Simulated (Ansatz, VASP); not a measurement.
Two plane-wave programs on Sn3C2

```
Sn C
1.0
     3.93506    0.00000    0.00000
     0.00000    3.93506    0.00000
     0.00000    0.00000    8.58246
Sn C
3 2
Direct
  0.00000 0.00000 0.50000
  0.00000 0.50000 0.40138
  0.50000 0.00000 0.59862
  0.00000 0.50000 0.85741
  0.50000 0.00000 0.14259
```

Alike in both runs: task single point; functional PBE; k mesh 4 × 4 × 2; occupations gaussian, width 0.1 eV; no spin polarisation.

|  | VASP | Ansatz |
| --- | --- | --- |
| version | VASP 6.6.1 | Ansatz 0.2.0 |
| potentials or method | VASP PAW PBE potentials, release 64 (Sn_d, C), cutoff 520 eV | scalar-relativistic, plane waves, PAW |
| valence electrons in the cell | 50 | 50 |

|  | VASP | Ansatz | Ansatz less VASP |
| --- | --- | --- | --- |
| gap on the k mesh at the Fermi level (eV) | none | none | - |
| rms of the force components (eV/Å) | 4.943 | 4.906 | -0.0370 |

Atom by atom the forces differ by 0.037 eV/Å (rms over components). A gap of «none» marks a metal or a gap that the smearing closes. With one functional, cell and mesh, what is left measures potentials, basis and numerics.

The k mesh is coarse, so the values compare programs but aren't converged.
